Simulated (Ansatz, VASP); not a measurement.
## Two plane-wave programs on Pt3PbC

Contents of INCAR:

```
ALGO = Normal ; EDIFF = 1E-7
ENCUT = 520 ; GGA = PE
ISIF = 2 ; ISMEAR = -1
LASPH = True ; LCHARG = False
LREAL = False ; LWAVE = False
NBANDS = 32 ; NELM = 100
PREC = Accurate ; SIGMA = 0.05
```

KPOINTS

```
k-points
0
Gamma
  6 6 6
```

File POSCAR:

```
Pt3PbC
1.0
    4.3480430000      0.0000000000      0.0000000000
    0.0000000000      4.3480430000      0.0000000000
    0.0000000000      0.0000000000      4.3480430000
Pb Pt C
1 3 1
Direct
    0.0000000000      0.0000000000      0.0000000000
    0.5000000000      0.0000000000      0.5000000000
    0.5000000000      0.5000000000      0.0000000000
    0.0000000000      0.5000000000      0.5000000000
    0.5000000000      0.5000000000      0.5000000000
```

File input.yaml:

```yaml
crystal:
  lattice:
    - [4.348043, 0.0, 0.0]
    - [0.0, 4.348043, 0.0]
    - [0.0, 0.0, 4.348043]
  atoms:
    - { symbol: Pb, position: [0.0, 0.0, 0.0] }
    - { symbol: Pt, position: [0.5, 0.0, 0.5] }
    - { symbol: Pt, position: [0.5, 0.5, 0.0] }
    - { symbol: Pt, position: [0.0, 0.5, 0.5] }
    - { symbol: C, position: [0.5, 0.5, 0.5] }
hamiltonian:
  xc: pbe
  pseudopotentials: { kind: paw }
kpoints:
  mp_grid: { grid: [6, 6, 6] }
scf:
  occupations: { method: fermi_dirac, width: 0.05 }
output:
  forces: true
  stress: true
  eigenvalues: true
```

Alike in both runs: task single point; functional PBE; k mesh 6 × 6 × 6; occupations fermi-dirac, width 0.05 eV; no spin polarisation.

```csv
,VASP,Ansatz
version,VASP 6.6.1,Ansatz 0.2.0
potentials or method,"VASP PAW PBE potentials, release 64 (Pb_d, Pt, C)",Ansatz PAW
plane-wave cutoff (eV),520,420
valence electrons in the cell,48,72
```

Ansatz gave:

```
gap on the k mesh at the Fermi level (eV) : none
pressure (GPa)                            : -0.6
```

Question: What did VASP give for the same quantities?

Answer: gap on the k mesh at the Fermi level (eV): none; pressure (GPa): -0.7.

A gap of «none» marks a metal or a gap that the smearing closes. VASP's potentials hold 48 valence electrons a cell and Ansatz's 72, so a difference there can come from the potentials and not from the codes.

Spin-orbit coupling is off throughout.
